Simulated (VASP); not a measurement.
Ga, 1 atom in the cell. The structure is cubic, space group Im-3m (No. 229). The conventional cell has a = 3.247 Å, b = 3.247 Å, c = 3.247 Å, α = 90.00°, β = 90.00°, γ = 90.00°. Ga (site symmetry m-3m) has 14 Ga at 2.81 to 3.25 Å within 3.7 Å. This isn't the form of Ga at room conditions, which is orthorhombic.

```yaml
Program: VASP 6.6.1
Task: single point
Functional: PBE
Potentials_or_basis: VASP PAW PBE potentials, release 64 (Ga_d)
Cutoff: 520 eV
k_mesh: 17 × 17 × 17
Occupations: fermi-dirac, width 0.05 eV
Spin: no spin polarisation
Dipole_correction: no
Further_INCAR_settings: ALGO = Normal; EDIFF = 1e-06; NBANDS = 12
```

Potentials or basis: VASP PAW PBE potentials, release 64 (Ga_d).

Command:

```console
$ cat potpaw_PBE.64/Ga_d/POTCAR > POTCAR
$ mpirun -np 1 vasp_std > vasp.out
```

Hardware: 1 thread of Intel Xeon 8259CL, on a shared host.

How long does it take, and how much memory?

Run time: 26 s on 1 thread of Intel Xeon 8259CL, with other jobs on the host, peak memory 0.16 GiB. Counts: scf iterations 11, k points 165.
